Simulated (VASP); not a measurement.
Set up this calculation in VASP 6.6.1, as the native input.

| Quantity | Value |
| --- | --- |
| Task | single point |
| Functional | PBEsol |
| Potentials or basis | VASP PAW PBE potentials, release 64 (Mg_sv, O) |
| Cutoff | 620 eV |
| k mesh | 2 × 2 × 2 |
| Occupations | gaussian, width 0.05 eV |
| Spin | collinear spin |
| Starting moments | [0.0, 0.0, 0.0, 0.0, 0.0, 0.0, 0.0, 0.0, 0.0, 0.0, 0.0, 0.0, 0.0, 0.0, 0.0, 0.0, 1.0] μB |
| Dipole correction | no |
| Further INCAR settings | LREAL = Auto; ALGO = Normal; EDIFF = 1e-06; NBANDS = 85 |

The structure of Mg8O9 (a cell with a defect) lies in POSCAR:

```
Mg8O9
1.0
    0.0000000000      3.8900000000      3.8900000000
    3.8900000000      0.0000000000      3.8900000000
    3.8900000000      3.8900000000      0.0000000000
Mg O
8 9
Direct
   -0.0387357649      0.0249724425      0.0322087562
   -0.0387084511      0.0249859791      0.4816757695
   -0.0094720504      0.5194167082     -0.0047668338
   -0.0262007865      0.5025275577      0.5120467421
    0.4836311756      0.0123993470      0.0022076296
    0.4666789995     -0.0045674835      0.5191176751
    0.4962436196      0.4899886429      0.0321915350
    0.4961591576      0.4899389295      0.4818297316
    0.2287453713      0.2575386749      0.2571374124
    0.2287336120      0.2573697019      0.7571552690
    0.2287065319      0.7574169716      0.2570268098
    0.3503822555      0.6357810542      0.7569892998
    0.7285993193      0.2573768324      0.2571493058
    0.7287766842      0.2574467587      0.7569876092
    0.7287558994      0.7574335774      0.2571533103
    0.7286090583      0.7575221404      0.7570946193
    1.1067843689      0.8791163649      0.7570799590
```

One way to write it, as run:

INCAR

```
SYSTEM = Mg8O9
ALGO = Normal ; EDIFF = 1E-6
ENCUT = 620 ; GGA = PS
GGA_COMPAT = .False. ; ISIF = 2
ISMEAR = 0 ; ISPIN = 2
LASPH = .True. ; LCHARG = .False.
LORBIT = 11 ; LREAL = Auto
LWAVE = .False. ; MAGMOM = 0 0 0 0 0 0 0 0 0 0 0 0 0 0 0 0 1
NBANDS = 85 ; NELM = 200
PREC = Accurate ; SIGMA = 0.05
```

KPOINTS

```
k-points
0
Gamma
  2 2 2
  0 0 0
```

Potentials or basis: VASP PAW PBE potentials, release 64 (Mg_sv, O).

Launch:

```bash
$ cat potpaw_PBE.64/Mg_sv/POTCAR potpaw_PBE.64/O/POTCAR > POTCAR
$ mpirun -np 1 vasp_std > vasp.out
```

It gave:

```yaml
Pressure: 95.2 GPa
Largest_force: 0.370 eV/Å
Band_gap_on_the_k_mesh: 5.82 eV
Net_moment: 0.00 μB per cell
Valence_electrons_inside_the_program's_atomic_spheres: Mg 8.30, 8.22, 8.23 (each value once); O 5.24, 5.31, 5.35, 5.25 (each value once)
```

Caveat: the k points lie up to 0.70 Å⁻¹ apart; the PAW data sets were made with another functional, which shifts forces and pressure a little.

Wall time 8 min on 1 thread of Intel(R) Xeon(R) Platinum 8375C CPU @ 2.90GHz (Ice Lake) (shared host), peak memory 0.45 GiB.
